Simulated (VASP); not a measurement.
Wanted: the native input for a VASP 6.6.1 run.

| Quantity | Value |
| --- | --- |
| Task | electric field gradients |
| Functional | PBEsol |
| Potentials or basis | VASP PAW PBE potentials, release 64 (Mg, S) |
| Cutoff | 520 eV |
| k mesh | 10 × 10 × 10 |
| Occupations | fermi-dirac, width 0.03 eV |
| Spin | no spin polarisation |
| Dipole correction | no |
| Further INCAR settings | ALGO = Normal; EDIFF = 1e-08; NBANDS = 11 |

The structure of MgS lies in POSCAR:

```
MgS
1.0
    0.0000000000      2.6276665000      2.6016500000
    2.6276665000      0.0000000000      2.6016500000
    2.6276665000      2.6276665000      0.0000000000
Mg S
1 1
Direct
    0.0000000000      0.0000000000      0.0000000000
    0.5000000000      0.5000000000      0.5000000000
```

This cell differs from its parent crystal: equal xx and yy strain of +1 %.

One way to write it, as run:

INCAR

```
SYSTEM = MgS
  ALGO = Normal
  EDIFF = 1E-8
  ENCUT = 520
  GGA = PS
  ISIF = 2
  ISMEAR = -1
  LASPH = .TRUE.
  LCHARG = .FALSE.
  LEFG = .TRUE.
  LREAL = .FALSE.
  LWAVE = .FALSE.
  NBANDS = 11
  NELM = 60
  PREC = Accurate
  SIGMA = 0.03
```

KPOINTS

```
k-points
0
G
  10 10 10
  0 0 0
```

Potentials or basis: VASP PAW PBE potentials, release 64 (Mg, S).

The run is started by

```console
$ cat potpaw_PBE.64/Mg/POTCAR potpaw_PBE.64/S/POTCAR > POTCAR
$ mpirun -np 1 vasp_std > vasp.out
```

Results of the run:

| Quantity | Value |
| --- | --- |
| Pressure | -2.5 GPa |
| Band gap on the k mesh | 2.62 eV (least direct gap 3.43 eV) |
| Largest electric field gradient by atom | Mg -1.6; S -0.7 V/Å² |

Caveat: the cell differs from its parent crystal (equal xx and yy strain of +1 %); without QUAD_EFG the Cq values of the log hold for a quadrupole moment of 1 mb, not for the nuclei; the PAW data sets were made with another functional, which shifts forces and pressure a little.

Run time: 60 s on 1 thread of Intel Xeon 8259CL, with other jobs on the host, peak memory 0.18 GiB.
